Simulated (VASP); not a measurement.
A run of VASP 6.6.1 is set up as follows.

The input POSCAR:

```
Si
1.0
    2.6290009028      0.0000000000      0.0000000000
   -1.3145004514      2.2767815684      0.0000000000
    0.0000000000      0.0000000000      2.4314540957
Si
1
Direct
    0.0000000000      0.0000000000      0.0000000000
```

INCAR.step1

```
PREC     = Accurate       # precision mode
ENCUT    = 520            # plane-wave cutoff, eV
ISMEAR   = 0              # smearing method
SIGMA    = 0.15           # smearing width, eV
LREAL    = False          # projectors in reciprocal space
LASPH    = True           # aspherical terms in the spheres
NELM     = 100            # most SCF steps
NBANDS   = 8              # bands
GGA      = PE             # functional
ALGO     = Normal         # electronic algorithm
EDIFF    = 1E-4           # SCF threshold, eV
LWAVE    = True           # write WAVECAR
LCHARG   = False          # write CHGCAR
```

The input INCAR.step2:

```
PREC     = Accurate       # precision mode
ENCUT    = 520            # plane-wave cutoff, eV
EDIFF    = 1E-6           # SCF threshold, eV
ISMEAR   = 0              # smearing method
SIGMA    = 0.15           # smearing width, eV
LREAL    = False          # projectors in reciprocal space
LASPH    = True           # aspherical terms in the spheres
NELM     = 100            # most SCF steps
ALGO     = Normal         # electronic algorithm
ISIF     = 2              # what is computed and relaxed
LWAVE    = False          # write WAVECAR
LCHARG   = False          # write CHGCAR
METAGGA  = R2SCAN         # meta-GGA
LMIXTAU  = True         
NBANDS   = 8              # bands
ISTART   = 1
```

The input KPOINTS:

```
Automatic mesh
0
Gamma
  24 24 24
```

Potentials or basis: VASP PAW PBE potentials, release 64 (Si).

Command:

```console
$ cat potpaw_PBE.64/Si/POTCAR > POTCAR
$ cp INCAR.step1 INCAR
$ mpirun -np 1 vasp_std > vasp.out
$ cp INCAR.step2 INCAR
$ mpirun -np 1 vasp_std > vasp.out
```

Task: Estimate the band gap on the k mesh.

Result: Zero (bands 2 and 3 overlap by 12.98 eV).

Task: Estimate the pressure.

Result: 3.3 GPa.

Stress tensor (GPa, compression positive):
```
1.83 0.00 0.00
0.00 1.83 0.00
0.00 0.00 6.20
```

Caveat: the cell differs from its parent crystal (strain +0.000 along x and y, -0.025 along z); the cell stands under pressure; the PAW data sets were made with another functional, which shifts forces and pressure a little.
